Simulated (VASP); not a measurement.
# CuO2 (fluorite type) (Fm-3m) in VASP: further runs, part 2 of 2

VASP 6.6.1. Earlier steps stand in the parts before.

## Step 4: Single point, PBE

This run uses another cell than the first one, of 9.22 Å³/atom.

INCAR

```
ALGO = Normal
EDIFF = 1E-7
ENCUT = 520
GGA = PE
ISIF = 2
ISMEAR = -1
LASPH = True
LCHARG = False
LREAL = False
LWAVE = False
NBANDS = 18
NELM = 60
PREC = Accurate
SIGMA = 0.06122561905347299
```

KPOINTS

```
k-points
0
Gamma
  20 20 20
```

POSCAR

```
CuO2
1.0
    0.0000000000      2.4005937145      2.4005937145
    2.4005937145      0.0000000000      2.4005937145
    2.4005937145      2.4005937145      0.0000000000
Cu O
1 2
Direct
    0.0000000000      0.0000000000      0.0000000000
    0.2500000000      0.2500000000      0.2500000000
    0.7500000000      0.7500000000      0.7500000000
```

Potentials or basis: VASP PAW PBE potentials, release 64 (Cu, O).

Started as:

```sh
$ cat potpaw_PBE.64/Cu/POTCAR potpaw_PBE.64/O/POTCAR > POTCAR
$ mpirun -np 1 vasp_std > vasp.out
```

OUTCAR:

```text
EDIFF = 1E-7
   ENCUT = 520
   GGA = PE
   ISIF = 2
   ISMEAR = -1
   LASPH = True
   LREAL = False
   NELM = 60
   PREC = Accurate

 ion  position               nearest neighbor table
   1  0.000  0.000  0.000-   3 2.08   3 2.08   3 2.08   2 2.08   3 2.08   2 2.08   2 2.08   2 2.08

   2  0.250  0.250  0.250-   1 2.08   1 2.08   1 2.08   1 2.08
   3  0.750  0.750  0.750-   1 2.08   1 2.08   1 2.08   1 2.08

  LATTYP: Found a face centered cubic cell.
 ALAT       =     4.8011874290

  Lattice vectors:

 A1 = (   0.0000000000,   2.4005937145,   2.4005937145)
 A2 = (   2.4005937145,   0.0000000000,   2.4005937145)
 A3 = (   2.4005937145,   2.4005937145,   0.0000000000)

Analysis of symmetry for initial positions (statically):
=====================================================================
 Subroutine PRICEL returns:
 Original cell was already a primitive cell.

 Routine SETGRP: Setting up the symmetry group for a
 face centered cubic supercell.

 Subroutine GETGRP returns: Found 48 space group operations
 (whereof 48 operations were pure point group operations)
 out of a pool of 48 trial point group operations.

The static configuration has the point symmetry O_h .

Analysis of symmetry for dynamics (positions and initial velocities):
=====================================================================
 Subroutine PRICEL returns:
 Original cell was already a primitive cell.

 Routine SETGRP: Setting up the symmetry group for a
 face centered cubic supercell.

 Subroutine GETGRP returns: Found 48 space group operations
 (whereof 48 operations were pure point group operations)
 out of a pool of 48 trial point group operations.

The dynamic configuration has the point symmetry O_h .

 Subroutine INISYM returns: Found 48 space group operations
 (whereof 48 operations are pure point group operations),
 and found     1 'primitive' translations

[... 113 lines left out ...]
   IALGO  =     38    algorithm
   IMIX   =      4    mixing-type and parameters
     AMIX     =   0.40;   BMIX     =  1.00
     AMIX_MAG =   1.60;   BMIX_MAG =  1.00
  volume/ion in A,a.u.               =       9.22        62.24
  Fermi-wavevector in a.u.,A,eV,Ry     =   1.539296  2.908847 32.238078  2.369432
  Thomas-Fermi vector in A             =   2.645544
   LORBIT       =      0    0 simple, 1 ext, 2 COOP (PROOUT), +10 PAW based schemes
   GGA     = PE    functional components
   LHFCALC =     F    Hartree Fock is set to
   AEXX    =    0.0000 exact exchange contribution
   IVDW    =     0    specifies the selected vdW correction
   LEPSILON=     F    determine dielectric tensor
   LRPA    =     F    only Hartree local field effects (RPA)
 non-spin polarized calculation
  energy-cutoff  :      520.00
  volume of cell :       27.67
 maximum number of plane-waves:       763
 NGX is ok and might be reduce to    28
   NGX = 13   NGY = 13   NGZ = 13

 number of electron      22.9999999 magnetization

 Free energy of the ion-electron system (eV)
  ---------------------------------------------------
  ext. energy  EPLUGINS =         0.00000000
  ---------------------------------------------------
  free energy    TOTEN  =       -12.96443657 eV

  energy without entropy =      -12.86452055  energy(sigma->0) =      -12.91447856

 E-fermi :   4.4681     XC(G=0): -11.9532

 val. band max:        4.4676609064   @ k =  -0.4500   0.2500   0.1000
 cond. band min:       4.4681787147   @ k =   0.4000   0.3500   0.0000
 fundamental gap:      0.0005178083
 Fermi energy:         4.4680603688

 k-point     1 :       0.0000    0.0000    0.0000
  band No.  band energies     occupation
      1     -15.4439      2.00000
      2     -11.3615      2.00000
      3      -1.4198      2.00000
      4      -1.4198      2.00000
      5      -1.4198      2.00000
      6       1.5197      2.00000
[... 481 lines left out ...]
      5       0.4655      2.00000
      6       0.6073      2.00000
[... 10 lines left out ...]
     17      19.4159      0.00000
     18      23.6769      0.00000

 [... further k-points ...]

------------------------ aborting loop because EDIFF is reached ----------------------------------------

  FORCE on cell =-STRESS in cart. coord.  units (eV):
  Direction    XX          YY          ZZ          XY          YZ          ZX
  --------------------------------------------------------------------------------------
  -------------------------------------------------------------------------------------
  Total        0.7367192      0.7367192      0.7367192      0.0000000      0.0000000     -0.0000000
  in kB       42.6605638     42.6605638     42.6605638      0.0000000      0.0000000     -0.0000000
  external PRESSURE =      42.6605638 kB  Pullay stress =       0.0000000 kB

 VOLUME and BASIS-vectors are now :
 -----------------------------------------------------------------------------
  energy-cutoff  :      520.00
  volume of cell :       27.67
      direct lattice vectors                 reciprocal lattice vectors
     0.000000000  2.400593714  2.400593714    -0.208281808  0.208281808  0.208281808
     2.400593714  0.000000000  2.400593714     0.208281808 -0.208281808  0.208281808
     2.400593714  2.400593714  0.000000000     0.208281808  0.208281808 -0.208281808

 POSITION                                       TOTAL-FORCE (eV/Angst)
 -----------------------------------------------------------------------------------
      0.00000      0.00000      0.00000         0.000000      0.000000     -0.000000
      1.20030      1.20030      1.20030        -0.000000     -0.000000     -0.000000
      3.60089      3.60089      3.60089         0.000000      0.000000      0.000000
 -----------------------------------------------------------------------------------
    total drift:                               -0.000000     -0.000000      0.000000

  FREE ENERGIE OF THE ION-ELECTRON SYSTEM (eV)
  ---------------------------------------------------
  free  energy   TOTEN  =       -12.9644365686 eV

  energy  without entropy=      -12.8645205524  energy(sigma->0) =      -12.91447856
```

Wall time 1.7 min (1 thread of Intel Xeon 6975P-C (Granite Rapids), shared host); peak memory 0.24 GiB.

What came out:

* Free energy: -12.9644 eV
* Pressure: 4.3 GPa
* Band gap on the k mesh: zero (an odd number of electrons rules out a gap without spin polarisation)

Caveat: the cell stands under pressure; an odd number of electrons without spin polarisation forces a metal; a magnetic or distorted state may lie lower; semilocal functionals often make such compounds metallic where correlation or magnetic order opens a gap, which also shifts bond lengths. With open d or f shells a metallic result of PBE can be an artefact of self-interaction; +U or a hybrid may open a gap.

## Step 5: Single point, PBE

This run uses another cell than the first one, of 9.41 Å³/atom.

INCAR

```
SYSTEM = CuO2
ALGO = Normal ; EDIFF = 1E-6
ENCUT = 520 ; GGA = PE
ISIF = 2 ; ISMEAR = -1
LASPH = .True. ; LCHARG = .False.
LREAL = .False. ; LWAVE = .False.
NBANDS = 18 ; NELM = 60
PREC = Accurate ; SIGMA = 0.06122561905347299
```

KPOINTS

```
k-points
0
Gamma
  20 20 20
  0 0 0
```

POSCAR

```
CuO2
1.0
    0.0000000000      2.4168144344      2.4168144344
    2.4168144344      0.0000000000      2.4168144344
    2.4168144344      2.4168144344      0.0000000000
Cu O
1 2
Direct
    0.0000000000      0.0000000000      0.0000000000
    0.2500000000      0.2500000000      0.2500000000
    0.7500000000      0.7500000000      0.7500000000
```

Potentials or basis: VASP PAW PBE potentials, release 64 (Cu, O).

Started as:

```sh
$ cat potpaw_PBE.64/Cu/POTCAR potpaw_PBE.64/O/POTCAR > POTCAR
$ mpirun -np 1 vasp_std > vasp.out
```

OUTCAR:

```text
SYSTEM = CuO2
   EDIFF = 1E-6
   ENCUT = 520
   GGA = PE
   ISIF = 2
   ISMEAR = -1
   LASPH = .True.
   LREAL = .False.
   NELM = 60
   PREC = Accurate

 ion  position               nearest neighbor table
   1  0.000  0.000  0.000-   3 2.09   3 2.09   3 2.09   2 2.09   3 2.09   2 2.09   2 2.09   2 2.09

   2  0.250  0.250  0.250-   1 2.09   1 2.09   1 2.09   1 2.09
   3  0.750  0.750  0.750-   1 2.09   1 2.09   1 2.09   1 2.09

  LATTYP: Found a face centered cubic cell.
 ALAT       =     4.8336288688

  Lattice vectors:

 A1 = (   0.0000000000,   2.4168144344,   2.4168144344)
 A2 = (   2.4168144344,   0.0000000000,   2.4168144344)
 A3 = (   2.4168144344,   2.4168144344,   0.0000000000)

Analysis of symmetry for initial positions (statically):
=====================================================================
 Subroutine PRICEL returns:
 Original cell was already a primitive cell.

 Routine SETGRP: Setting up the symmetry group for a
 face centered cubic supercell.

 Subroutine GETGRP returns: Found 48 space group operations
 (whereof 48 operations were pure point group operations)
 out of a pool of 48 trial point group operations.

The static configuration has the point symmetry O_h .

Analysis of symmetry for dynamics (positions and initial velocities):
=====================================================================
 Subroutine PRICEL returns:
 Original cell was already a primitive cell.

 Routine SETGRP: Setting up the symmetry group for a
 face centered cubic supercell.

 Subroutine GETGRP returns: Found 48 space group operations
 (whereof 48 operations were pure point group operations)
 out of a pool of 48 trial point group operations.

The dynamic configuration has the point symmetry O_h .

 Subroutine INISYM returns: Found 48 space group operations
 (whereof 48 operations are pure point group operations),
 and found     1 'primitive' translations

----------------------------------------------------------------------------------------

                                     Primitive cell

  volume of cell :      28.2332

  direct lattice vectors                    reciprocal lattice vectors
     0.000000000  2.416814434  2.416814434    -0.206883902  0.206883902  0.206883902
     2.416814434  0.000000000  2.416814434     0.206883902 -0.206883902  0.206883902
     2.416814434  2.416814434  0.000000000     0.206883902  0.206883902 -0.206883902

  length of vectors
     3.417891751  3.417891751  3.417891751     0.358333429  0.358333429  0.358333429

  position of ions in fractional coordinates (direct lattice)
     0.000000000  0.000000000  0.000000000
     0.250000000  0.250000000  0.250000000
     0.750000000  0.750000000  0.750000000

  ion indices of the primitive-cell ions
   primitive index   ion index
                 1           1
                 2           2
                 3           3

----------------------------------------------------------------------------------------

 KPOINTS: k-points

Automatic generation of k-mesh.
 Grid dimensions read from file:
 generate k-points for:   20   20   20

 Generating k-lattice:

  Cartesian coordinates                     Fractional coordinates (reciprocal lattice)
    -0.010344195  0.010344195  0.010344195     0.050000000  0.000000000  0.000000000
     0.010344195 -0.010344195  0.010344195     0.000000000  0.050000000  0.000000000
     0.010344195  0.010344195 -0.010344195     0.000000000  0.000000000  0.050000000

  Length of vectors
     0.017916671  0.017916671  0.017916671

  Shift w.r.t. Gamma in fractional coordinates (k-lattice)
     0.000000000  0.000000000  0.000000000

 Subroutine IBZKPT returns following result:
 ===========================================

 Found    256 irreducible k-points:

 Following reciprocal coordinates:
            Coordinates               Weight
  0.000000  0.000000  0.000000      1.000000
  0.050000  0.000000  0.000000      8.000000
  0.100000  0.000000  0.000000      8.000000
  0.150000  0.000000  0.000000      8.000000
  0.200000  0.000000  0.000000      8.000000
  0.250000  0.000000  0.000000      8.000000
[... 16 lines left out ...]
 -0.400000  0.050000  0.000000     24.000000
 -0.350000  0.050000  0.000000     24.000000
 [... further k-points ...]
   k-points           NKPTS =    256   k-points in BZ     NKDIM =    256   number of bands    NBANDS=     18
   number of dos      NEDOS =    301   number of ions     NIONS =      3
   total plane-waves  NPLWV =  21952
   dimension x,y,z NGX =    28 NGY =   28 NGZ =   28
   dimension x,y,z NGXF=    56 NGYF=   56 NGZF=   56
   ions per type =               1   2
   NGX,Y,Z   is equivalent  to a cutoff of  13.62, 13.62, 13.62 a.u.
   NGXF,Y,Z  is equivalent  to a cutoff of  27.24, 27.24, 27.24 a.u.
 SYSTEM =  CuO2
   PREC   = accura    normal or accurate (medium, high low for compatibility)
   ISTART =      0    job   : 0-new  1-cont  2-samecut
   ICHARG =      2    charge: 1-file 2-atom 10-const
   ISPIN  =      1    spin polarized calculation?
   LNONCOLLINEAR =      F non collinear calculations
   LSORBIT =      F    spin-orbit coupling
   LASPH  =      T    aspherical Exc in radial PAW
   ENCUT  =  520.0 eV  38.22 Ry    6.18 a.u.   6.36  6.36  6.36*2*pi/ulx,y,z
   NELM   =     60;   NELMIN=  2; NELMDL= -5     # of ELM steps
   EDIFF  = 0.1E-05   stopping-criterion for ELM
   LREAL  =      F    real-space projection
[... 7 lines left out ...]
   TEBEG  =    0.0;   TEEND  =   0.0 temperature during run
   PSTRESS=    0.0 pullay stress
   NELECT =      23.0000    total number of electrons
   NUPDOWN=      -1.0000    fix difference up-down
   EMIN   =  10.00;   EMAX   =-10.00  energy-range for DOS
   EFERMI =   0.00;   METHOD = LEGACY
   ISMEAR =    -1;   SIGMA  =   0.06  broadening in eV -4-tet -1-fermi 0-gaus
   EFERMI_NEDOS =   21; number of points for ismear=-14 and -15
   IALGO  =     38    algorithm
   IMIX   =      4    mixing-type and parameters
     AMIX     =   0.40;   BMIX     =  1.00
     AMIX_MAG =   1.60;   BMIX_MAG =  1.00
  volume/ion in A,a.u.               =       9.41        63.51
  Fermi-wavevector in a.u.,A,eV,Ry     =   1.528965  2.889324 31.806791  2.337733
  Thomas-Fermi vector in A             =   2.636651
   LORBIT       =      0    0 simple, 1 ext, 2 COOP (PROOUT), +10 PAW based schemes
   GGA     = PE    functional components
   LHFCALC =     F    Hartree Fock is set to
   AEXX    =    0.0000 exact exchange contribution
   IVDW    =     0    specifies the selected vdW correction
   LEPSILON=     F    determine dielectric tensor
   LRPA    =     F    only Hartree local field effects (RPA)
 non-spin polarized calculation
  energy-cutoff  :      520.00
  volume of cell :       28.23
 maximum number of plane-waves:       778
 NGX is ok and might be reduce to    28
   NGX = 13   NGY = 13   NGZ = 13

 number of electron      22.9999990 magnetization

 Free energy of the ion-electron system (eV)
  ---------------------------------------------------
  ext. energy  EPLUGINS =         0.00000000
  ---------------------------------------------------
  free energy    TOTEN  =       -12.97407483 eV

  energy without entropy =      -12.87306157  energy(sigma->0) =      -12.92356820

 E-fermi :   4.2043     XC(G=0): -11.8382

 val. band max:        4.2024835609   @ k =   0.4500   0.3500   0.1000
 cond. band min:       4.2045229126   @ k =   0.3500   0.3500   0.0000
 fundamental gap:      0.0020393518
 Fermi energy:         4.2042794506

 k-point     1 :       0.0000    0.0000    0.0000
  band No.  band energies     occupation
      1     -15.5244      2.00000
      2     -11.6020      2.00000
      3      -1.5271      2.00000
      4      -1.5271      2.00000
      5      -1.5271      2.00000
      6       1.3318      2.00000
[... 10 lines left out ...]
     17      16.1202      0.00000
     18      22.7109      0.00000

 k-point     2 :       0.0500    0.0000    0.0000
  band No.  band energies     occupation
      1     -15.5002      2.00000
      2     -11.6305      2.00000
      3      -1.5115      2.00000
      4      -1.5115      2.00000
      5      -1.4826      2.00000
      6       1.3168      2.00000
[... 10 lines left out ...]
     17      16.1861      0.00000
     18      22.9253      0.00000
[... 442 lines left out ...]
 k-point    24 :      -0.3500    0.0500    0.0000
  band No.  band energies     occupation
      1     -14.3653      2.00000
      2     -12.8327      2.00000
      3      -1.0283      2.00000
      4      -0.8398      2.00000
      5       0.2907      2.00000
      6       0.4334      2.00000
[... 10 lines left out ...]
     17      19.0096      0.00000
     18      23.2631      0.00000

 [... further k-points ...]

------------------------ aborting loop because EDIFF is reached ----------------------------------------

  FORCE on cell =-STRESS in cart. coord.  units (eV):
  Direction    XX          YY          ZZ          XY          YZ          ZX
  --------------------------------------------------------------------------------------
  -------------------------------------------------------------------------------------
  Total        0.1034370      0.1034370      0.1034370     -0.0000000     -0.0000000      0.0000000
  in kB        5.8698438      5.8698438      5.8698438     -0.0000000     -0.0000000      0.0000000
  external PRESSURE =       5.8698438 kB  Pullay stress =       0.0000000 kB

 VOLUME and BASIS-vectors are now :
 -----------------------------------------------------------------------------
  energy-cutoff  :      520.00
  volume of cell :       28.23
      direct lattice vectors                 reciprocal lattice vectors
     0.000000000  2.416814434  2.416814434    -0.206883902  0.206883902  0.206883902
     2.416814434  0.000000000  2.416814434     0.206883902 -0.206883902  0.206883902
     2.416814434  2.416814434  0.000000000     0.206883902  0.206883902 -0.206883902

 POSITION                                       TOTAL-FORCE (eV/Angst)
 -----------------------------------------------------------------------------------
      0.00000      0.00000      0.00000        -0.000000      0.000000      0.000000
      1.20841      1.20841      1.20841        -0.000000     -0.000000     -0.000000
      3.62522      3.62522      3.62522         0.000000      0.000000      0.000000
 -----------------------------------------------------------------------------------
    total drift:                               -0.000000     -0.000000      0.000000

  FREE ENERGIE OF THE ION-ELECTRON SYSTEM (eV)
  ---------------------------------------------------
  free  energy   TOTEN  =       -12.9740748281 eV

  energy  without entropy=      -12.8730615705  energy(sigma->0) =      -12.92356820
```

stdout:

```text
POSCAR found type information on POSCAR CuO
 POSCAR found :  2 types and       3 ions
 scaLAPACK will be used
 LDA part: xc-table for (Slater+PW92), standard interpolation
 POSCAR, INCAR and KPOINTS ok, starting setup
 FFT: planning ... GRIDC
 FFT: planning ... GRID_SOFT
 FFT: planning ... GRID
 WAVECAR not read
 entering main loop
```

It took 92 s on 1 thread of Intel Xeon 6975P-C (Granite Rapids), shared host; peak memory 0.25 GiB.

What came out:

```
Free energy            : -12.9741 eV
Pressure               : 0.6 GPa
Band gap on the k mesh : zero (an odd number of electrons rules out a gap without spin polarisation)
```

Caveat: an odd number of electrons without spin polarisation forces a metal; a magnetic or distorted state may lie lower; semilocal functionals often make such compounds metallic where correlation or magnetic order opens a gap, which also shifts bond lengths.

## Step 6: The runs side by side

| cell | gap on the mesh (eV) | pressure (GPa) |
| --- | --- | --- |
| a = 3.372 Å, angles 60.0°, 3 atoms | none | 8.1 |
| a = 3.395 Å, angles 60.0°, 3 atoms | none | 4.3 |
| a = 3.418 Å, angles 60.0°, 3 atoms | none | 0.6 |

Alike in all rows: task single point; level PBE; potentials or basis VASP PAW PBE potentials, release 64 (Cu, O); no spin polarisation; k mesh 20 × 20 × 20; cutoff (eV) 520; smearing fermi-dirac 0.0612256 eV.

Caveats: an odd number of electrons without spin polarisation forces a metal; a magnetic or distorted state may lie lower; semilocal functionals often make such compounds metallic where correlation or magnetic order opens a gap, which also shifts bond lengths; the cell stands under pressure (at least some runs).

Total energies depend on the potentials used, so only differences within one code and one set of settings carry meaning.
